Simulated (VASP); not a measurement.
# Zr3C2 (P4/mmm) in VASP: a series of runs

Runs on Zr3C2. Level: PBE. Tasks: relaxation of cell and atoms, single point.

All numbers are computed with VASP 6.6.1; they aren't measurements. Logs are shortened: lines on timing, memory, paths and dates and some standing lists are left out, and cuts for length are marked.

**1. The cell of the first run**

The structure is tetragonal, space group P4/mmm (No. 123). Conventional cell: a = 5.128 Å, b = 5.128 Å, c = 3.979 Å, α = 90.00°, β = 90.00°, γ = 90.00°. Within 3.4 Å of Zr (site symmetry mmm) lie 2 Zr at 2.56 Å and 8 C at 3.25 Å. Within 2.6 Å of Zr (site symmetry 4/mmm) lie 2 C at 1.99 Å and 4 Zr at 2.56 Å. Within 2.6 Å of C (site symmetry 4/mmm) lie 2 Zr at 1.99 Å. Within 4.3 Å of C (site symmetry 4/mmm) lie 16 Zr at 3.25 to 4.14 Å and 6 C at 3.63 to 3.98 Å.

**2. Relaxation of cell and atoms, PBE**

File INCAR:

```
PREC = Accurate
ENCUT = 600
EDIFF = 1E-6
ISMEAR = 0
SIGMA = 0.1
LREAL = False
LASPH = True
NELM = 100
ALGO = Normal
ISIF = 3
LWAVE = False
LCHARG = False
GGA = PE
IBRION = 2
NSW = 100
EDIFFG = -0.01
```

File KPOINTS:

```
regular mesh
0
Gamma
  8 8 10
```

File POSCAR:

```
Zr3C2
1.0
    5.1279634519      0.0000000000      0.0000000000
    0.0000000000      5.1279634519      0.0000000000
    0.0000000000      0.0000000000      3.9787837313
Zr C
3 2
Direct
    0.0000000000      0.5000000000      0.0000000000
    0.5000000000      0.0000000000      0.0000000000
    0.5000000000      0.5000000000      0.0000000000
    0.5000000000      0.5000000000      0.5000000000
    0.0000000000      0.0000000000      0.5000000000
```

Potentials or basis: VASP PAW PBE potentials, release 64 (Zr_sv, C).

On the command line:

```
$ cat potpaw_PBE.64/Zr_sv/POTCAR potpaw_PBE.64/C/POTCAR > POTCAR
$ mpirun -np 1 vasp_std > vasp.out
```

OUTCAR:

```text
PREC = Accurate
   ENCUT = 600
   EDIFF = 1E-6
   ISMEAR = 0
   LREAL = False
   LASPH = True
   NELM = 100
   ISIF = 3
   GGA = PE
   IBRION = 2
   NSW = 100
   EDIFFG = -0.01

 ion  position               nearest neighbor table
   1  0.000  0.500  0.000-   3 2.56   3 2.56   2 3.63   2 3.63   2 3.63   2 3.63
   2  0.500  0.000  0.000-   3 2.56   3 2.56   1 3.63   1 3.63   1 3.63   1 3.63
   3  0.500  0.500  0.000-   4 1.99   4 1.99   1 2.56   2 2.56   2 2.56   1 2.56
   4  0.500  0.500  0.500-   3 1.99   3 1.99
   5  0.000  0.000  0.500-

  LATTYP: Found a simple tetragonal cell.
 ALAT       =     5.1279634519
 C/A-ratio  =     0.7758993933

  Lattice vectors:

 A1 = (   5.1279634519,   0.0000000000,   0.0000000000)
 A2 = (   0.0000000000,   5.1279634519,   0.0000000000)
 A3 = (   0.0000000000,   0.0000000000,   3.9787837313)

Analysis of symmetry for initial positions (statically):
=====================================================================
 Subroutine PRICEL returns:
 Original cell was already a primitive cell.

 Routine SETGRP: Setting up the symmetry group for a
 simple tetragonal supercell.

 Subroutine GETGRP returns: Found 16 space group operations
 (whereof 16 operations were pure point group operations)
 out of a pool of 16 trial point group operations.

The static configuration has the point symmetry D_4h.

Analysis of symmetry for dynamics (positions and initial velocities):
=====================================================================
 Subroutine PRICEL returns:
 Original cell was already a primitive cell.

 Routine SETGRP: Setting up the symmetry group for a
 simple tetragonal supercell.

 Subroutine GETGRP returns: Found 16 space group operations
 (whereof 16 operations were pure point group operations)
 out of a pool of 16 trial point group operations.

The dynamic configuration has the point symmetry D_4h.

 Subroutine INISYM returns: Found 16 space group operations
 (whereof 16 operations are pure point group operations),
 and found     1 'primitive' translations

----------------------------------------------------------------------------------------

                                     Primitive cell

  volume of cell :     104.6261

  direct lattice vectors                    reciprocal lattice vectors
     5.127963452  0.000000000  0.000000000     0.195009190  0.000000000  0.000000000
     0.000000000  5.127963452  0.000000000     0.000000000  0.195009190  0.000000000
     0.000000000  0.000000000  3.978783731     0.000000000  0.000000000  0.251333088

  length of vectors
     5.127963452  5.127963452  3.978783731     0.195009190  0.195009190  0.251333088

  position of ions in fractional coordinates (direct lattice)
     0.000000000  0.500000000  0.000000000
     0.500000000  0.000000000  0.000000000
     0.500000000  0.500000000  0.000000000
     0.500000000  0.500000000  0.500000000
     0.000000000  0.000000000  0.500000000

  ion indices of the primitive-cell ions
   primitive index   ion index
                 1           1
                 2           2
                 3           3
                 4           4
                 5           5

----------------------------------------------------------------------------------------

 KPOINTS: regular mesh

Automatic generation of k-mesh.
 Grid dimensions read from file:
 generate k-points for:    8    8   10

 Generating k-lattice:

  Cartesian coordinates                     Fractional coordinates (reciprocal lattice)
     0.024376149  0.000000000  0.000000000     0.125000000  0.000000000  0.000000000
     0.000000000  0.024376149  0.000000000     0.000000000  0.125000000  0.000000000
     0.000000000  0.000000000  0.025133309     0.000000000  0.000000000  0.100000000

  Length of vectors
     0.024376149  0.024376149  0.025133309

  Shift w.r.t. Gamma in fractional coordinates (k-lattice)
     0.000000000  0.000000000  0.000000000

 Subroutine IBZKPT returns following result:
 ===========================================

 Found     90 irreducible k-points:

 Following reciprocal coordinates:
            Coordinates               Weight
  0.000000  0.000000  0.000000      1.000000
  0.125000  0.000000  0.000000      4.000000
  0.250000  0.000000  0.000000      4.000000
  0.375000  0.000000  0.000000      4.000000
  0.500000  0.000000  0.000000      2.000000
  0.125000  0.125000  0.000000      4.000000
[... 16 lines left out ...]
  0.375000  0.125000  0.100000     16.000000
  0.500000  0.125000  0.100000      8.000000
 [... further k-points ...]
   k-points           NKPTS =     90   k-points in BZ     NKDIM =     90   number of bands    NBANDS=     26
   number of dos      NEDOS =    301   number of ions     NIONS =      5
   total plane-waves  NPLWV =  56448
   dimension x,y,z NGX =    42 NGY =   42 NGZ =   32
   dimension x,y,z NGXF=    84 NGYF=   84 NGZF=   64
   ions per type =               3   2
   NGX,Y,Z   is equivalent  to a cutoff of  13.62, 13.62, 13.37 a.u.
   NGXF,Y,Z  is equivalent  to a cutoff of  27.23, 27.23, 26.74 a.u.
 SYSTEM =  unknown system
   PREC   = accura    normal or accurate (medium, high low for compatibility)
   ISTART =      0    job   : 0-new  1-cont  2-samecut
   ICHARG =      2    charge: 1-file 2-atom 10-const
   ISPIN  =      1    spin polarized calculation?
   LNONCOLLINEAR =      F non collinear calculations
   LSORBIT =      F    spin-orbit coupling
   LASPH  =      T    aspherical Exc in radial PAW
   ENCUT  =  600.0 eV  44.10 Ry    6.64 a.u.  10.24 10.24  7.95*2*pi/ulx,y,z
   NELM   =    100;   NELMIN=  2; NELMDL= -5     # of ELM steps
   EDIFF  = 0.1E-05   stopping-criterion for ELM
   LREAL  =      F    real-space projection
   EDIFFG = -.1E-01   stopping-criterion for IOM
   NSW    =    100    number of steps for IOM
   IBRION =      2    ionic relax: 0-MD 1-quasi-New 2-CG
   NFREE  =      1    steps in history (QN), initial steepest desc. (CG)
   ISIF   =      3    stress and relaxation
   ISYM   =      2    0-nonsym 1-usesym 2-fastsym
   POTIM  = 0.5000    time-step for ionic-motion
   TEBEG  =    0.0;   TEEND  =   0.0 temperature during run
   PSTRESS=    0.0 pullay stress
   NELECT =      44.0000    total number of electrons
   NUPDOWN=      -1.0000    fix difference up-down
   EMIN   =  10.00;   EMAX   =-10.00  energy-range for DOS
   EFERMI =   0.00;   METHOD = LEGACY
   ISMEAR =     0;   SIGMA  =   0.10  broadening in eV -4-tet -1-fermi 0-gaus
   EFERMI_NEDOS =   21; number of points for ismear=-14 and -15
   IALGO  =     38    algorithm
   IMIX   =      4    mixing-type and parameters
     AMIX     =   0.40;   BMIX     =  1.00
     AMIX_MAG =   1.60;   BMIX_MAG =  1.00
  volume/ion in A,a.u.               =      20.93       141.21
  Fermi-wavevector in a.u.,A,eV,Ry     =   1.226532  2.317810 20.468353  1.504382
  Thomas-Fermi vector in A             =   2.361530
   LORBIT       =      0    0 simple, 1 ext, 2 COOP (PROOUT), +10 PAW based schemes
   GGA     = PE    functional components
   LHFCALC =     F    Hartree Fock is set to
   AEXX    =    0.0000 exact exchange contribution
   IVDW    =     0    specifies the selected vdW correction
   LEPSILON=     F    determine dielectric tensor
   LRPA    =     F    only Hartree local field effects (RPA)
 conjugate gradient relaxation of ions
 non-spin polarized calculation
 Gauss-broadening in eV      SIGMA  =   0.10
  energy-cutoff  :      600.00
  volume of cell :      104.63
 maximum number of plane-waves:      3528
 NGX is ok and might be reduce to    42
   NGX = 21   NGY = 21   NGZ = 15

--------------------------------------- Ionic step        1  -------------------------------------------

 number of electron      44.0000001 magnetization

 Free energy of the ion-electron system (eV)
  ---------------------------------------------------
  ext. energy  EPLUGINS =         0.00000000
  ---------------------------------------------------
  free energy    TOTEN  =       -32.28787643 eV

  energy without entropy =      -32.27019621  energy(sigma->0) =      -32.27903632

------------------------ aborting loop because EDIFF is reached ----------------------------------------

  FORCE on cell =-STRESS in cart. coord.  units (eV):
  Direction    XX          YY          ZZ          XY          YZ          ZX
  --------------------------------------------------------------------------------------
  -------------------------------------------------------------------------------------
  Total       -0.9890048     -0.9890048      1.1543258      0.0000000     -0.0000000      0.0000000
  in kB      -15.1449829    -15.1449829     17.6766027      0.0000000     -0.0000000      0.0000000
  external PRESSURE =      -4.2044544 kB  Pullay stress =       0.0000000 kB
[... 102 lines left out ...]
  energy  without entropy=      -32.2856178519  energy(sigma->0) =      -32.29305950

--------------------------------------- Ionic step        4  -------------------------------------------

 number of electron      44.0000000 magnetization

 Free energy of the ion-electron system (eV)
  ---------------------------------------------------
  ext. energy  EPLUGINS =         0.00000000
  ---------------------------------------------------
  free energy    TOTEN  =       -32.30058126 eV

  energy without entropy =      -32.28576129  energy(sigma->0) =      -32.29317127

 E-fermi :   5.9385     XC(G=0): -10.1176

 val. band max:        5.9298633434   @ k =   0.3750   0.0000   0.1000
 cond. band min:       5.9478489117   @ k =   0.5000   0.2500   0.1000
 fundamental gap:      0.0179855683
 Fermi energy:         5.9384726144

 k-point     1 :       0.0000    0.0000    0.0000
  band No.  band energies     occupation
      1     -43.7005      2.00000
      2     -43.6227      2.00000
      3     -41.3064      2.00000
      4     -22.5782      2.00000
      5     -22.5782      2.00000
      6     -21.7269      2.00000
[... 685 lines left out ...]
     25       6.6867      0.00000
     26       7.3797      0.00000

 [... further k-points ...]
[... 5 lines left out ...]
  --------------------------------------------------------------------------------------
  -------------------------------------------------------------------------------------
  Total        0.0184436      0.0184436      0.0335904      0.0000000     -0.0000000      0.0000000
  in kB        0.2849407      0.2849407      0.5189476      0.0000000     -0.0000000      0.0000000
  external PRESSURE =       0.3629430 kB  Pullay stress =       0.0000000 kB
[... 20 lines left out ...]
  FREE ENERGIE OF THE ION-ELECTRON SYSTEM (eV)
  ---------------------------------------------------
  free  energy   TOTEN  =       -32.3005812583 eV

  energy  without entropy=      -32.2857612914  energy(sigma->0) =      -32.29317127

 reached required accuracy - stopping structural energy minimisation
```

Wall time 6.6 min (1 thread of Intel Xeon 6975P-C (Granite Rapids), shared host); peak memory 0.4 GiB.

Results:

* Free energy: -32.3006 eV
* Relaxed volume: 20.74 Å³/atom
* Relaxed cell: a = 5.086 Å, b = 5.086 Å, c = 4.009 Å, α = 90.00°, β = 90.00°, γ = 90.00°
* Space group after relaxing (to 0.05 Å): P4/mmm (No. 123)
* Energy gained by relaxing: 2.5 meV/atom
* Ionic steps: 4
* Pressure after relaxing: 0.0 GPa
* Band gap on the k mesh: zero (band 22 reaches 6.37 eV, above the bottom of band 23 at 5.30 eV)

The path:
```tsv
step	energy change (eV)	largest force (eV/Å)	pressure (GPa)	volume (Å³)
1	0.0000	0.0000	-0.42	104.63
2	-0.0116	0.0000	-0.04	103.78
3	-0.0126	0.0000	-0.14	103.97
4	-0.0127	0.0000	0.04	103.71
```

Final structure:
```xyz
5
Lattice="5.0859 0.0000 0.0000 0.0000 5.0859 0.0000 0.0000 0.0000 4.0093" Properties=species:S:1:pos:R:3 pbc="T T T"
Zr    0.0000    2.5429    0.0000
Zr    2.5429    5.0859    4.0093
Zr    2.5429    2.5429    0.0000
C     2.5429    2.5429    2.0047
C     0.0000    5.0859    2.0047
```

**3. Single point, PBE**

File INCAR:

```
SYSTEM = Zr3C2
ALGO = Normal
EDIFF = 1E-6
ENCUT = 520
GGA = PE
ISIF = 2
ISMEAR = 0
LASPH = .TRUE.
LCHARG = .FALSE.
LREAL = .FALSE.
LWAVE = .FALSE.
NBANDS = 30
NELM = 100
PREC = Accurate
SIGMA = 0.1
```

File KPOINTS:

```
k-points
0
G
  4 4 6
  0 0 0
```

POSCAR is that of step 2.

Potentials or basis: VASP PAW PBE potentials, release 64 (Zr_sv, C).

On the command line:

```
$ cat potpaw_PBE.64/Zr_sv/POTCAR potpaw_PBE.64/C/POTCAR > POTCAR
$ mpirun -np 1 vasp_std > vasp.out
```

It took 34 s on 1 thread of Intel Xeon 6975P-C (Granite Rapids), shared host; peak memory 0.24 GiB.

The run converged. Its results:

```
Free energy            : -32.3816 eV
Pressure               : 0.2 GPa
Band gap on the k mesh : zero (band 22 reaches 6.41 eV, above the bottom of band 23 at 5.17 eV)
```

Levels at points of the mesh, in eV from the Fermi level:
```tsv
k point	band 19	band 20	band 21	band 22	band 23	band 24	band 25	band 26
(0.00, 0.00, 0.00)	-1.54	-0.85	-0.85	0.02	0.07	0.54	0.54	0.55
(0.50, 0.00, 0.00)	-1.29	-0.70	-0.30	0.64	0.68	0.73	0.78	1.07
(0.50, 0.50, 0.00)	-0.29	0.15	0.48	0.48	0.66	1.60	1.78	1.78
(0.00, 0.00, 0.50)	-2.54	-1.69	-1.41	-0.60	-0.60	2.58	2.91	3.00
(0.50, 0.00, 0.50)	-1.85	-1.44	-1.15	-0.50	0.60	0.92	1.21	1.73
(0.50, 0.50, 0.50)	-0.47	-0.47	0.42	0.42	0.52	1.19	1.24	1.70
```
